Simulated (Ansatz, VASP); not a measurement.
Two plane-wave programs on Ta2Si

Contents of POSCAR:

```
Ta2Si
1.0
   -3.3308427361      3.3308427361      2.7266783869
    3.3308427361     -3.3308427361      2.7266783869
    3.3308427361      3.3308427361     -2.7266783869
Ta Si
4 2
Direct
    0.6635845217      0.8364154783      0.5000000000
    0.8364154783      0.3364154783      0.1728309566
    0.3364154783      0.1635845217      0.5000000000
    0.1635845217      0.6635845217      0.8271690434
    0.2500000000      0.2500000000      0.0000000000
    0.7500000000      0.7500000000      0.0000000000
```

INCAR.step1

```
PREC = Accurate ; ENCUT = 520
ISMEAR = 0 ; SIGMA = 0.15
LREAL = F ; LASPH = T
NELM = 100 ; NBANDS = 35
GGA = PE ; ALGO = Normal
EDIFF = 1E-4 ; LWAVE = T
LCHARG = F
```

File INCAR.step2:

```
PREC = Accurate ; ENCUT = 520
EDIFF = 1E-6 ; ISMEAR = 0
SIGMA = 0.15 ; LREAL = F
LASPH = T ; NELM = 100
ALGO = Normal ; ISIF = 2
LWAVE = F ; LCHARG = T
METAGGA = R2SCAN ; LMIXTAU = T
LELF = T ; LVHAR = T
NBANDS = 35 ; ISTART = 1
```

File KPOINTS:

```
Automatic mesh
0
Gamma
  12 12 12
```

Input for Ansatz:

```yaml
crystal:
  lattice:
    - [-3.3308427361, 3.3308427361, 2.7266783869]
    - [3.3308427361, -3.3308427361, 2.7266783869]
    - [3.3308427361, 3.3308427361, -2.7266783869]
  atoms:
    - { symbol: Ta, position: [0.6635845217, 0.8364154783, 0.5] }
    - { symbol: Ta, position: [0.8364154783, 0.3364154783, 0.1728309566] }
    - { symbol: Ta, position: [0.3364154783, 0.1635845217, 0.5] }
    - { symbol: Ta, position: [0.1635845217, 0.6635845217, 0.8271690434] }
    - { symbol: Si, position: [0.25, 0.25, 0.0] }
    - { symbol: Si, position: [0.75, 0.75, 0.0] }
basis:
  ecutwfc: 500
kpoints:
  mp_grid: { grid: [12, 12, 12] }
hamiltonian:
  xc: r2scan
scf:
  occupations: { method: gaussian, width: 0.15 }
output:
  forces: true
  stress: true
  eigenvalues: true
```

Change from the starting cell: strain +0.080 along x and y, +0.080 along z, atoms carried along.

Alike in both runs: task single point; functional r2SCAN; k mesh 12 × 12 × 12; occupations gaussian, width 0.15 eV; no spin polarisation.

|  | VASP | Ansatz |
| --- | --- | --- |
| version | VASP 6.6.1 | Ansatz 0.2.0 |
| potentials or method | VASP PAW PBE potentials, release 64 (Ta_pv, Si), cutoff 520 eV | scalar-relativistic, plane waves, PAW |
| valence electrons in the cell | 52 | 60 |

|  | VASP | Ansatz | Ansatz less VASP |
| --- | --- | --- | --- |
| gap on the k mesh at the Fermi level (eV) | none | none | - |
| pressure (GPa) | -32.6 | -32.8 | -0.17 |
| traceless stress, the component that is largest in VASP (GPa) | 0.91 | 0.92 | +0.004 |
| rms of the force components (eV/Å) | 0.128 | 0.130 | +0.0015 |

VASP's potentials were made for PBE, not for r2SCAN. Atom by atom the forces differ by 0.002 eV/Å (rms over components). A gap of «none» marks a metal or a gap that the smearing closes. Both programs put the cell under strong tension, so it lies far from rest at this level. VASP's potentials hold 52 valence electrons a cell and Ansatz's 60, so a difference there can come from the potentials and not from the codes.

Neither program's run includes spin-orbit coupling. Noted on VASP's run: the cell as given lies far from equilibrium.
